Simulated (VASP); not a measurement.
# Ge (Fd-3m) in VASP: single point with PBE

Aim: the single point of Ge with PBE.

All numbers are computed with VASP 6.6.1; they aren't measurements. Logs are shortened: lines on timing, memory, paths and dates and some standing lists are left out, and cuts for length are marked.

## Step 1: The cell of the first run

Symmetry: Fd-3m, No. 227, cubic system. Conventional cell: a = 5.762 Å, b = 5.762 Å, c = 5.762 Å, α = 90.00°, β = 90.00°, γ = 90.00°. Ge (site symmetry -43m) has 4 Ge at 2.49 Å within 3.3 Å.

## Step 2: Single point, PBE

INCAR reads:

```
ALGO = Normal ; EDIFF = 1E-6
ENCUT = 500 ; GGA = PE
GGA_COMPAT = False ; ISIF = 2
ISMEAR = 0 ; LASPH = True
LCHARG = False ; LREAL = False
LWAVE = False ; NBANDS = 21
NELM = 120 ; PREC = Accurate
SIGMA = 0.1
```

KPOINTS reads:

```
k-points
0
Gamma
  12 12 12
```

POSCAR reads:

```
Ge
1.0
    0.0000000000      2.8807770176      2.8807770176
    2.8807770176      0.0000000000      2.8807770176
    2.8807770176      2.8807770176      0.0000000000
Ge
2
Direct
    0.0000000000      0.0000000000      0.0000000000
    0.2500000000      0.2500000000      0.2500000000
```

Potentials or basis: VASP PAW PBE potentials, release 64 (Ge_d).

On the command line:

```
$ cat potpaw_PBE.64/Ge_d/POTCAR > POTCAR
$ mpirun -np 1 vasp_std > vasp.out
```

OUTCAR:

```text
EDIFF = 1E-6
   ENCUT = 500
   GGA = PE
   ISIF = 2
   ISMEAR = 0
   LASPH = True
   LREAL = False
   NELM = 120
   PREC = Accurate

 ion  position               nearest neighbor table
   1  0.000  0.000  0.000-   2 2.49   2 2.49   2 2.49   2 2.49
   2  0.250  0.250  0.250-   1 2.49   1 2.49   1 2.49   1 2.49

  LATTYP: Found a face centered cubic cell.
 ALAT       =     5.7615540352

  Lattice vectors:

 A1 = (   0.0000000000,   2.8807770176,   2.8807770176)
 A2 = (   2.8807770176,   0.0000000000,   2.8807770176)
 A3 = (   2.8807770176,   2.8807770176,   0.0000000000)

Analysis of symmetry for initial positions (statically):
=====================================================================
 Subroutine PRICEL returns:
 Original cell was already a primitive cell.

 Routine SETGRP: Setting up the symmetry group for a
 face centered cubic supercell.

 Subroutine GETGRP returns: Found 48 space group operations
 (whereof 24 operations were pure point group operations)
 out of a pool of 48 trial point group operations.

The static configuration has the point symmetry T_d .
 The point group associated with its full space group is O_h .

Analysis of symmetry for dynamics (positions and initial velocities):
=====================================================================
 Subroutine PRICEL returns:
 Original cell was already a primitive cell.

 Routine SETGRP: Setting up the symmetry group for a
 face centered cubic supercell.

 Subroutine GETGRP returns: Found 48 space group operations
 (whereof 24 operations were pure point group operations)
 out of a pool of 48 trial point group operations.

The dynamic configuration has the point symmetry T_d .
 The point group associated with its full space group is O_h .

 Subroutine INISYM returns: Found 48 space group operations
 (whereof 24 operations are pure point group operations),
 and found     1 'primitive' translations

----------------------------------------------------------------------------------------

                                     Primitive cell

  volume of cell :      47.8144

  direct lattice vectors                    reciprocal lattice vectors
     0.000000000  2.880777018  2.880777018    -0.173564284  0.173564284  0.173564284
     2.880777018  0.000000000  2.880777018     0.173564284 -0.173564284  0.173564284
     2.880777018  2.880777018  0.000000000     0.173564284  0.173564284 -0.173564284

  length of vectors
     4.074033928  4.074033928  4.074033928     0.300622158  0.300622158  0.300622158

[... 79 lines left out ...]
   NELM   =    120;   NELMIN=  2; NELMDL= -5     # of ELM steps
   EDIFF  = 0.1E-05   stopping-criterion for ELM
   LREAL  =      F    real-space projection
   EDIFFG = 0.1E-04   stopping-criterion for IOM
   NSW    =      0    number of steps for IOM
   IBRION =     -1    ionic relax: 0-MD 1-quasi-New 2-CG
   NFREE  =      0    steps in history (QN), initial steepest desc. (CG)
   ISIF   =      2    stress and relaxation
   ISYM   =      2    0-nonsym 1-usesym 2-fastsym
   POTIM  = 0.5000    time-step for ionic-motion
   TEBEG  =    0.0;   TEEND  =   0.0 temperature during run
   PSTRESS=    0.0 pullay stress
   NELECT =      28.0000    total number of electrons
   NUPDOWN=      -1.0000    fix difference up-down
   EMIN   =  10.00;   EMAX   =-10.00  energy-range for DOS
   EFERMI =   0.00;   METHOD = LEGACY
   ISMEAR =     0;   SIGMA  =   0.10  broadening in eV -4-tet -1-fermi 0-gaus
   EFERMI_NEDOS =   21; number of points for ismear=-14 and -15
   IALGO  =     38    algorithm
   IMIX   =      4    mixing-type and parameters
     AMIX     =   0.40;   BMIX     =  1.00
     AMIX_MAG =   1.60;   BMIX_MAG =  1.00
  volume/ion in A,a.u.               =      23.91       161.33
  Fermi-wavevector in a.u.,A,eV,Ry     =   1.369645  2.588253 25.523524  1.875926
  Thomas-Fermi vector in A             =   2.495501
   LORBIT       =      0    0 simple, 1 ext, 2 COOP (PROOUT), +10 PAW based schemes
   GGA     = PE    functional components
   LHFCALC =     F    Hartree Fock is set to
   AEXX    =    0.0000 exact exchange contribution
   IVDW    =     0    specifies the selected vdW correction
   LEPSILON=     F    determine dielectric tensor
   LRPA    =     F    only Hartree local field effects (RPA)
 non-spin polarized calculation
 Gauss-broadening in eV      SIGMA  =   0.10
  energy-cutoff  :      500.00
  volume of cell :       47.81
 maximum number of plane-waves:      1243
 NGX is ok and might be reduce to    30
   NGX = 15   NGY = 15   NGZ = 15

 number of electron      27.9999979 magnetization

 Free energy of the ion-electron system (eV)
  ---------------------------------------------------
  ext. energy  EPLUGINS =         0.00000000
  ---------------------------------------------------
  free energy    TOTEN  =        -9.03577234 eV

  energy without entropy =       -9.03532686  energy(sigma->0) =       -9.03554960

 E-fermi :   4.4544     XC(G=0):  -9.6690

 val. band max:        4.3209618542   @ k =   0.0833   0.0000   0.0000
 cond. band min:       4.4752802756   @ k =   0.0000   0.0000   0.0000
 fundamental gap:      0.1543184214
 Fermi energy:         4.4544221703

 k-point     1 :       0.0000    0.0000    0.0000
  band No.  band energies     occupation
      1     -20.2709      2.00000
      2     -20.2709      2.00000
      3     -20.2709      2.00000
      4     -20.2388      2.00000
      5     -20.2388      2.00000
      6     -20.0559      2.00000
[... 565 lines left out ...]
     20      13.9710      0.00000
     21      14.5845      0.00000

 [... further k-points ...]

------------------------ aborting loop because EDIFF is reached ----------------------------------------

  FORCE on cell =-STRESS in cart. coord.  units (eV):
  Direction    XX          YY          ZZ          XY          YZ          ZX
  --------------------------------------------------------------------------------------
  -------------------------------------------------------------------------------------
  Total       -0.0351657     -0.0351657     -0.0351657      0.0000000      0.0000000      0.0000000
  in kB       -1.1783406     -1.1783406     -1.1783406      0.0000000      0.0000000      0.0000000
  external PRESSURE =      -1.1783406 kB  Pullay stress =       0.0000000 kB

 VOLUME and BASIS-vectors are now :
 -----------------------------------------------------------------------------
  energy-cutoff  :      500.00
  volume of cell :       47.81
      direct lattice vectors                 reciprocal lattice vectors
     0.000000000  2.880777018  2.880777018    -0.173564284  0.173564284  0.173564284
     2.880777018  0.000000000  2.880777018     0.173564284 -0.173564284  0.173564284
     2.880777018  2.880777018  0.000000000     0.173564284  0.173564284 -0.173564284

 POSITION                                       TOTAL-FORCE (eV/Angst)
 -----------------------------------------------------------------------------------
      0.00000      0.00000      0.00000         0.000000      0.000000      0.000000
      1.44039      1.44039      1.44039        -0.000000     -0.000000     -0.000000
 -----------------------------------------------------------------------------------
    total drift:                                0.000000     -0.000000      0.000000

  FREE ENERGIE OF THE ION-ELECTRON SYSTEM (eV)
  ---------------------------------------------------
  free  energy   TOTEN  =        -9.0357723360 eV

  energy  without entropy=       -9.0353268574  energy(sigma->0) =       -9.03554960
```

OSZICAR:

```text
N       E                     dE             d eps       ncg     rms          rms(c)
DAV:   1     0.188336675875E+03    0.18834E+03   -0.14152E+04  3311   0.348E+03
DAV:   2     0.186765227299E+02   -0.16966E+03   -0.16469E+03  3029   0.617E+02
DAV:   3    -0.817218296263E+01   -0.26849E+02   -0.26664E+02  3479   0.142E+02
DAV:   4    -0.909137253047E+01   -0.91919E+00   -0.91830E+00  3424   0.307E+01
DAV:   5    -0.910679962440E+01   -0.15427E-01   -0.15427E-01  3427   0.442E+00    0.297E+00
DAV:   6    -0.905932893252E+01    0.47471E-01   -0.19269E-02  3705   0.148E+00    0.176E+00
DAV:   7    -0.903395427663E+01    0.25375E-01   -0.41257E-02  3228   0.193E+00    0.144E-01
DAV:   8    -0.903557755644E+01   -0.16233E-02   -0.57270E-03  3409   0.978E-01    0.408E-02
DAV:   9    -0.903574050332E+01   -0.16295E-03   -0.24579E-04  3423   0.222E-01    0.154E-02
DAV:  10    -0.903577015708E+01   -0.29654E-04   -0.50599E-05  3920   0.665E-02    0.569E-03
DAV:  11    -0.903577240569E+01   -0.22486E-05   -0.71178E-06  3790   0.440E-02    0.166E-03
DAV:  12    -0.903577233597E+01    0.69726E-07   -0.44027E-07  2137   0.137E-02
   1 F= -.90357723E+01 E0= -.90355496E+01  d E =-.445479E-03
```

Wall time 51 s (1 thread of Intel Xeon Platinum 8259CL at 2.50GHz (Skylake/Cascade Lake), shared host); peak memory 0.2 GiB.

What came out:

* Free energy: -9.0358 eV
* Pressure: -0.1 GPa
* Band gap on the k mesh: zero (filled and empty bands touch)

Levels at points of the mesh, in eV from the Fermi level:
```
           k point  band 11  band 12  band 13  band 14  band 15  band 16  band 17  band 18
(0.00, 0.00, 0.00)   -12.35    -0.43     0.02     0.02     0.02     2.55     2.55     2.55
(0.50, 0.00, 0.00)   -10.39    -7.34    -1.30    -1.30     0.04     3.74     3.74     7.12
(0.50, 0.50, 0.00)    -8.67    -8.67    -2.87    -2.87     0.84     0.84     9.09     9.09
```
